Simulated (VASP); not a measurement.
Runs of VASP 6.6.1 on Si. The structure is that of space group Fm-3m (No. 225), or close to it. The cells are those of the table. 

```csv
task,level,cell,cutoff (eV),gap on the mesh (eV),pressure (GPa),relaxed volume (Å³/atom)
relaxation of cell and atoms,revPBE+D3(BJ),"relaxed from a = 2.362 Å, angles 60.0°, 1 atom",600,none,-0.1,12.94
single point,revPBE+D3(BJ),"a = 2.639 Å, angles 60.0°, 1 atom",520,none,(a),-
single point,PBE,"a = 2.734 Å, angles 60.0°, 1 atom",520,none,-0.1,-
relaxation of cell and atoms,PBE,"relaxed from a = 2.362 Å, angles 60.0°, 1 atom",600,none,-0.2,14.48
```

Alike in all rows: potentials or basis VASP PAW PBE potentials, release 64 (Si); no spin polarisation; k mesh 15 × 15 × 15; smearing methfessel-paxton 0.1 eV.

Task: Fill in the values left out.

Result: (a) -0.6.

Caveats: the volume moved by over 15 % at a fixed basis, so the end points are rough (some runs); the PAW data sets were made with another functional, which shifts forces and pressure a little (some runs); pairwise dispersion overbinds metals, which lowers pressure and volume (some runs); the volume moved by +39 % from the deposited cell, more than functionals usually miss (some runs); the volume moved by +55 % from the deposited cell, more than functionals usually miss (some runs).

A gap of «none» marks levels without a gap at the run's occupations.
